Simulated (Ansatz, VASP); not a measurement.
Two plane-wave programs on C

POSCAR

```
C
1.0
    0.0000000000      1.7801241425      1.8157266254
    1.7801241425      0.0000000000      1.8157266254
    1.7801241425      1.7801241425      0.0000000000
C
2
Direct
    0.0000000000      0.0000000000      0.0000000000
    0.2500000000      0.2500000000      0.2500000000
```

Contents of INCAR.step1:

```
ALGO     = Normal         # electronic algorithm
EDIFF    = 1E-5           # SCF threshold, eV
ENCUT    = 520            # plane-wave cutoff, eV
GGA      = PE             # functional
ISIF     = 2              # what is computed and relaxed
ISMEAR   = 0              # smearing method
LASPH    = True           # aspherical terms in the spheres
LREAL    = False          # projectors in reciprocal space
LWAVE    = True           # write WAVECAR
NBANDS   = 11             # bands
NELM     = 80             # most SCF steps
PREC     = Accurate       # precision mode
SIGMA    = 0.01           # smearing width, eV
```

INCAR.step2

```
ALGO     = Normal         # electronic algorithm
EDIFF    = 1E-7           # SCF threshold, eV
ENCUT    = 520            # plane-wave cutoff, eV
GGA      = PE             # functional
HFSCREEN = 0.2079         # screening, 1/A
ISIF     = 2              # what is computed and relaxed
ISMEAR   = 0              # smearing method
ISTART   = 1            
LASPH    = True           # aspherical terms in the spheres
LCHARG   = True           # write CHGCAR
LELF     = True           # ELF
LHFCALC  = True           # exact exchange
LREAL    = False          # projectors in reciprocal space
LVHAR    = True         
LWAVE    = False          # write WAVECAR
NBANDS   = 11             # bands
NELM     = 80             # most SCF steps
PREC     = Accurate       # precision mode
PRECFOCK = Normal       
SIGMA    = 0.01           # smearing width, eV
```

KPOINTS

```
k-points
0
Gamma
  8 8 8
```

Input for Ansatz:

```yaml
crystal:
  lattice:
    - [0.0, 1.7801241425, 1.8157266254]
    - [1.7801241425, 0.0, 1.8157266254]
    - [1.7801241425, 1.7801241425, 0.0]
  atoms:
    - { symbol: C, position: [0.0, 0.0, 0.0] }
    - { symbol: C, position: [0.25, 0.25, 0.25] }
kpoints:
  mp_grid: { grid: [8, 8, 8] }
  band_path:
    path:
      - [0.0, 0.0, 0.0]
      - [0.5, 0.0, 0.5]
      - [0.625, 0.25, 0.625]
      - [0.375, 0.375, 0.75]
      - [0.5, 0.5, 0.5]
      - [0.5, 0.25, 0.75]
      - [-0.002604, -0.002604, -0.005208]
      - [0.0, 0.364583, 0.364583]
    npoints: 1
hamiltonian:
  xc: hse06
scf:
  occupations: { method: fixed }
  n_extra_bands: 4
output:
  forces: true
  stress: true
  eigenvalues: true
```

Change from the starting cell: uniaxial_z strain +2.0%.

Alike in both runs: task single point; functional HSE06; k mesh 8 × 8 × 8; no spin polarisation.

```csv
,VASP,Ansatz
version,VASP 6.6.1,Ansatz 0.2.0
potentials or method,"VASP PAW PBE potentials, release 64 (C)","plane waves, PAW"
plane-wave cutoff (eV),520,420
occupations,"gaussian, width 0.01 eV",fixed
valence electrons in the cell,8,8
```

|  | VASP | Ansatz | Ansatz less VASP |
| --- | --- | --- | --- |
| gap on the k mesh at the Fermi level (eV) | 4.98 | 4.99 | +0.010 |
| pressure (GPa) | -13.5 | -14.3 | -0.81 |
| traceless stress, the component that is largest in VASP (GPa) | -13.00 | -13.01 | -0.010 |

Ansatz's warnings: stress exchange threshold loose, stress scf threshold loose.
